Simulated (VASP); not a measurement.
Runs of VASP 6.6.1 on MgO. Symmetry: F-43m, No. 216, cubic system. The conventional cell has a = 4.564 Å, b = 4.564 Å, c = 4.564 Å, α = 90.00°, β = 90.00°, γ = 90.00°. Mg (site symmetry -43m) has 4 O at 1.98 Å within 2.6 Å. O (site symmetry -43m) has 4 Mg at 1.98 Å within 2.6 Å. 

| level | k mesh | cutoff (eV) | smearing | grid for exact exchange (PRECFOCK) | share of exact exchange | screening parameter | gap on the mesh (eV) | pressure (GPa) |
| --- | --- | --- | --- | --- | --- | --- | --- | --- |
| PBEsol | 6 × 6 × 6, shifted | 600 | gaussian 0.01 eV | - | - | - | (b) | 0.5 |
| PBEsol | 6 × 6 × 6 | 600 | methfessel-paxton 0.2 eV | - | - | - | 3.53 | 0.4 |
| PBE-based screened hybrid | 4 × 4 × 4 | 520 | gaussian 0.01 eV | Normal | 0.15 | 0.1 1/Å | 4.82 | 1.2 |
| PBE-based screened hybrid | 4 × 4 × 4 | 520 | gaussian 0.01 eV | Normal | 0.2 | 0.5 1/Å | (a) | 1.0 |

Alike in all rows: task single point; potentials or basis VASP PAW PBE potentials, release 64 (Mg, O); no spin polarisation; cell as given.

Problem. Estimate the missing entries.

Solution. (a) 4.41; (b) 3.95.

Caveats: some runs use coarse meshes; the PAW data sets were made with another functional, which shifts forces and pressure a little.

A k mesh can miss the band edges.
